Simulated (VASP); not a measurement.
Here is a VASP 6.6.1 calculation.

File INCAR:

```
SYSTEM = InSb
  PREC = Accurate
  ENCUT = 520
  EDIFF = 1E-8
  ISMEAR = -1
  SIGMA = 0.08
  LREAL = .False.
  LASPH = .True.
  NELM = 100
  ALGO = Normal
  ISIF = 2
  LWAVE = .False.
  LCHARG = .False.
  GGA = PE
  LEFG = .True.
  NBANDS = 16
```

File KPOINTS:

```
Automatic mesh
0
Gamma
  12 12 12
  0 0 0
```

File POSCAR:

```
InSb
1.0
    0.0000000000      3.0906676970      3.0444237753
    3.0906676970      0.0000000000      3.0444237753
    3.0906676970      3.0906676970      0.0000000000
In Sb
1 1
Direct
    0.0000000000      0.0000000000      0.0000000000
    0.5000000000      0.5000000000      0.5000000000
```

Potentials or basis: VASP PAW PBE potentials, release 64 (In_d, Sb).

Run with:

```console
$ cat potpaw_PBE.64/In_d/POTCAR potpaw_PBE.64/Sb/POTCAR > POTCAR
$ mpirun -np 1 vasp_std > vasp.out
```

What does it give for the pressure?

0.0 GPa.

Predict the band gap on the k mesh.

zero (band 9 reaches 7.14 eV, above the bottom of band 10 at 4.44 eV).

Electric field gradients, principal values (V/Å²):
```
atom  least  middle  greatest (by size)
1 In  6.649   6.650             -13.298
2 Sb  1.549   1.549              -3.099
```

Caveat: without QUAD_EFG the Cq values of the log hold for a quadrupole moment of 1 mb, not for the nuclei; spin-orbit coupling is left out, which moves the levels of the heavy elements.
